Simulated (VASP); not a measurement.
# FeCo (Pm-3m) in VASP: a series of runs

Runs on FeCo. Level: PBEsol. Tasks: single point.

Program: VASP 6.6.1. These are calculated values, not measurements. Logs are shortened: lines on timing, memory, paths and dates and some standing lists are left out, and cuts for length are marked.

## Step 1: The cell of the first run

Symmetry: Pm-3m, No. 221, cubic system. The conventional cell has a = 2.801 Å, b = 2.801 Å, c = 2.801 Å, α = 90.00°, β = 90.00°, γ = 90.00°. Within 3.2 Å of Fe (site symmetry m-3m) lie 8 Co at 2.43 Å and 6 Fe at 2.80 Å. Co (site symmetry m-3m) has 8 Fe at 2.43 Å and 6 Co at 2.80 Å within 3.2 Å.

## Step 2: Single point, PBEsol, collinear spin, ferromagnetic start

File INCAR:

```
SYSTEM = FeCo
PREC = Accurate
ENCUT = 600
EDIFF = 1E-6
ISMEAR = -1
SIGMA = 0.1
LREAL = .FALSE.
LASPH = .TRUE.
NELM = 200
ALGO = Normal
ISIF = 2
LWAVE = .FALSE.
LCHARG = .FALSE.
ISPIN = 2
MAGMOM = 2.7 1.8
LORBIT = 11
LMAXMIX = 4
GGA = PS
NBANDS = 20
GGA_COMPAT = .FALSE.
```

File KPOINTS:

```
regular mesh
0
G
  14 14 14
  0 0 0
```

File POSCAR:

```
FeCo
1.0
    2.8006688116      0.0000000000      0.0000000000
    0.0000000000      2.8006688116      0.0000000000
    0.0000000000      0.0000000000      2.8006688116
Fe Co
1 1
Direct
    0.5000000000      0.5000000000      0.5000000000
    0.0000000000      0.0000000000      0.0000000000
```

Potentials or basis: VASP PAW PBE potentials, release 64 (Fe, Co).

Command:

```
$ cat potpaw_PBE.64/Fe/POTCAR potpaw_PBE.64/Co/POTCAR > POTCAR
$ mpirun -np 1 vasp_std > vasp.out
```

OUTCAR:

```text
SYSTEM = FeCo
   PREC = Accurate
   ENCUT = 600
   EDIFF = 1E-6
   ISMEAR = -1
   LREAL = .FALSE.
   LASPH = .TRUE.
   NELM = 200
   ISIF = 2
   ISPIN = 2
   LORBIT = 11
   GGA = PS

 ion  position               nearest neighbor table
   1  0.500  0.500  0.500-   2 2.43   2 2.43   2 2.43   2 2.43   2 2.43   2 2.43   2 2.43   2 2.43

   2  0.000  0.000  0.000-   1 2.43   1 2.43   1 2.43   1 2.43   1 2.43   1 2.43   1 2.43   1 2.43

  LATTYP: Found a simple cubic cell.
 ALAT       =     2.8006688116

  Lattice vectors:

 A1 = (   2.8006688116,   0.0000000000,   0.0000000000)
 A2 = (   0.0000000000,   2.8006688116,   0.0000000000)
 A3 = (   0.0000000000,   0.0000000000,   2.8006688116)

Analysis of symmetry for initial positions (statically):
=====================================================================
 Subroutine PRICEL returns:
 Original cell was already a primitive cell.

 Routine SETGRP: Setting up the symmetry group for a
 simple cubic supercell.

 Subroutine GETGRP returns: Found 48 space group operations
 (whereof 48 operations were pure point group operations)
 out of a pool of 48 trial point group operations.

The static configuration has the point symmetry O_h .

Analysis of symmetry for dynamics (positions and initial velocities):
=====================================================================
 Subroutine PRICEL returns:
 Original cell was already a primitive cell.

 Routine SETGRP: Setting up the symmetry group for a
 simple cubic supercell.

 Subroutine GETGRP returns: Found 48 space group operations
 (whereof 48 operations were pure point group operations)
 out of a pool of 48 trial point group operations.

The dynamic configuration has the point symmetry O_h .

Analysis of structural, dynamic, and magnetic symmetry:
=====================================================================
 Subroutine PRICEL returns:
 Original cell was already a primitive cell.

 Routine SETGRP: Setting up the symmetry group for a
 simple cubic supercell.

 Subroutine GETGRP returns: Found 48 space group operations
 (whereof 48 operations were pure point group operations)
 out of a pool of 48 trial point group operations.

The overall configuration has the point symmetry O_h .

 Subroutine INISYM returns: Found 48 space group operations
 (whereof 48 operations are pure point group operations),
 and found     1 'primitive' translations

----------------------------------------------------------------------------------------
[... 115 lines left out ...]
  Fermi-wavevector in a.u.,A,eV,Ry     =   1.503013  2.840283 30.736212  2.259048
  Thomas-Fermi vector in A             =   2.614179
   LORBIT       =     11    0 simple, 1 ext, 2 COOP (PROOUT), +10 PAW based schemes
   GGA     = PS    functional components
   LHFCALC =     F    Hartree Fock is set to
   AEXX    =    0.0000 exact exchange contribution
   IVDW    =     0    specifies the selected vdW correction
   LEPSILON=     F    determine dielectric tensor
   LRPA    =     F    only Hartree local field effects (RPA)
 spin polarized calculation
  energy-cutoff  :      600.00
  volume of cell :       21.97
 maximum number of plane-waves:       756
 NGX is ok and might be reduce to    24
   NGX = 11   NGY = 11   NGZ = 11

 number of electron      17.0000004 magnetization       4.4256275

 Free energy of the ion-electron system (eV)
  ---------------------------------------------------
  ext. energy  EPLUGINS =         0.00000000
  ---------------------------------------------------
  free energy    TOTEN  =       -16.73458588 eV

  energy without entropy =      -16.68417568  energy(sigma->0) =      -16.70938078

 E-fermi :   8.4360     XC(G=0): -13.4819

 val. band max:        8.4354602431   @ k =   0.2857   0.2857   0.0000
 cond. band min:       8.4378894739   @ k =   0.5000   0.2143   0.0000
 fundamental gap:      0.0024292308
 Fermi energy:         8.4359618844

 spin component 1

 k-point     1 :       0.0000    0.0000    0.0000
  band No.  band energies     occupation
      1      -0.8905      1.00000
      2       2.8607      1.00000
      3       2.8607      1.00000
      4       5.3286      1.00000
      5       5.3286      1.00000
      6       5.3286      1.00000
[... 541 lines left out ...]
     19      31.8099      0.00000
     20      34.3489      0.00000

 [... further k-points ...]

 spin component 2

 k-point     1 :       0.0000    0.0000    0.0000
  band No.  band energies     occupation
      1      -0.6403      1.00000
      2       4.6486      1.00000
      3       4.6486      1.00000
      4       7.2286      0.99999
      5       7.2286      0.99999
      6       7.2286      0.99999
[... 541 lines left out ...]
     19      32.2573      0.00000
     20      34.8897      0.00000

 [... further k-points ...]

------------------------ aborting loop because EDIFF is reached ----------------------------------------

  FORCE on cell =-STRESS in cart. coord.  units (eV):
  Direction    XX          YY          ZZ          XY          YZ          ZX
  --------------------------------------------------------------------------------------
  -------------------------------------------------------------------------------------
  Total       -0.0616264     -0.0616264     -0.0616264     -0.0000000     -0.0000000      0.0000000
  in kB       -4.4946074     -4.4946074     -4.4946074     -0.0000000     -0.0000000      0.0000000
  external PRESSURE =      -4.4946074 kB  Pullay stress =       0.0000000 kB

 VOLUME and BASIS-vectors are now :
 -----------------------------------------------------------------------------
  energy-cutoff  :      600.00
  volume of cell :       21.97
      direct lattice vectors                 reciprocal lattice vectors
     2.800668812  0.000000000  0.000000000     0.357057570  0.000000000  0.000000000
     0.000000000  2.800668812  0.000000000     0.000000000  0.357057570  0.000000000
     0.000000000  0.000000000  2.800668812     0.000000000  0.000000000  0.357057570

 POSITION                                       TOTAL-FORCE (eV/Angst)
 -----------------------------------------------------------------------------------
      1.40033      1.40033      1.40033         0.000000      0.000000      0.000000
      0.00000      0.00000      0.00000         0.000000      0.000000      0.000000
 -----------------------------------------------------------------------------------
    total drift:                                0.000000      0.000000     -0.000000

  FREE ENERGIE OF THE ION-ELECTRON SYSTEM (eV)
  ---------------------------------------------------
  free  energy   TOTEN  =       -16.7345858806 eV

  energy  without entropy=      -16.6841756833  energy(sigma->0) =      -16.70938078

 total charge

# of ion       s       p       d       tot
------------------------------------------
    1        0.493   0.569   6.194   7.256
    2        0.503   0.550   7.268   8.321
--------------------------------------------------
tot          0.996   1.119  13.462  15.578

 magnetization (x)

# of ion       s       p       d       tot
------------------------------------------
    1       -0.002  -0.040   2.730   2.687
    2       -0.010  -0.047   1.783   1.727
--------------------------------------------------
tot         -0.012  -0.087   4.513   4.414
```

stdout:

```text
POSCAR found type information on POSCAR FeCo
 POSCAR found :  2 types and       2 ions
 scaLAPACK will be used
 -----------------------------------------------------------------------------
|                                                                             |
|                                                                             |
|     You enforced a specific xc type in the INCAR file but a different       |
|     I HOPE YOU KNOW WHAT YOU ARE DOING!                                     |
|                                                                             |
 -----------------------------------------------------------------------------

 LDA part: xc-table for (Slater+PW92), standard interpolation
 POSCAR, INCAR and KPOINTS ok, starting setup
 FFT: planning ... GRIDC
 FFT: planning ... GRID_SOFT
 FFT: planning ... GRID
 WAVECAR not read
 entering main loop
```

It took 60 s on 1 thread of Intel Xeon Platinum 8375C at 2.90GHz (Ice Lake), shared host; peak memory 0.22 GiB.

Results:

```yaml
Free_energy: -16.7346 eV
Pressure: -0.4 GPa
Net_moment: 4.43 μB per cell
Site_moments: Fe +2.69; Co +1.73 μB
Valence_electrons_inside_the_program's_atomic_spheres: Fe 7.26; Co 8.32
```

Caveat: the PAW data sets were made with another functional, which shifts forces and pressure a little.

## Step 3: Single point, PBEsol, collinear spin, ferromagnetic start

File INCAR:

```
PREC = Accurate ; ENCUT = 600
EDIFF = 1E-6 ; ISMEAR = -1
SIGMA = 0.1 ; LREAL = F
LASPH = T ; NELM = 200
ALGO = Normal ; ISIF = 2
LWAVE = F ; LCHARG = F
ISPIN = 2 ; MAGMOM = 2.7 1.8
LORBIT = 11 ; LMAXMIX = 4
GGA = PS ; NBANDS = 20
GGA_COMPAT = F
```

File KPOINTS:

```
regular mesh
0
Gamma
  14 14 14
```

POSCAR is that of step 2.

Potentials or basis: VASP PAW PBE potentials, release 64 (Fe, Co).

Command:

```
$ cat potpaw_PBE.64/Fe/POTCAR potpaw_PBE.64/Co/POTCAR > POTCAR
$ mpirun -np 1 vasp_std > vasp.out
```

Wall time 53 s (1 thread of Intel Xeon Platinum 8375C at 2.90GHz (Ice Lake), shared host); peak memory 0.23 GiB.

The run converged. Its results:

| Quantity | Value |
| --- | --- |
| Free energy | -16.7346 eV |
| Pressure | -0.4 GPa |
| Net moment | 4.43 μB per cell |
| Site moments | Fe +2.69; Co +1.73 μB |
| Valence electrons inside the program's atomic spheres | Fe 7.26; Co 8.32 |

Levels at points of the mesh, in eV from the Fermi level:
Spin up:
```tsv
k point	band 7	band 8	band 9	band 10	band 11	band 12	band 13	band 14	band 15	band 16
(0.00, 0.00, 0.00)	-1.88	-1.88	-0.73	-0.73	-0.73	9.38	9.38	9.38	15.19	15.19
(0.50, 0.00, 0.00)	-2.62	-2.62	-1.94	-1.94	-0.75	-0.40	16.53	16.53	16.73	16.73
(0.50, 0.50, 0.00)	-1.74	-1.56	-0.47	-0.47	-0.19	-0.19	6.52	6.72	18.09	18.09
(0.50, 0.50, 0.50)	-1.79	-1.79	-1.52	-1.52	7.95	7.95	7.95	8.04	8.04	8.04
```
Spin down:
```tsv
k point	band 3	band 4	band 5	band 6	band 7	band 8	band 9	band 10
(0.00, 0.00, 0.00)	-3.79	-1.21	-1.21	-1.21	0.78	0.78	1.64	1.64
(0.50, 0.00, 0.00)	-1.85	-1.29	-1.15	-1.15	-0.35	-0.31	-0.31	0.71
(0.50, 0.50, 0.00)	-2.42	-2.42	0.01	0.01	0.48	0.53	0.82	1.51
(0.50, 0.50, 0.50)	-2.72	-2.35	-2.35	-2.35	0.57	0.57	1.56	1.56
```

Caveat: the PAW data sets were made with another functional, which shifts forces and pressure a little.
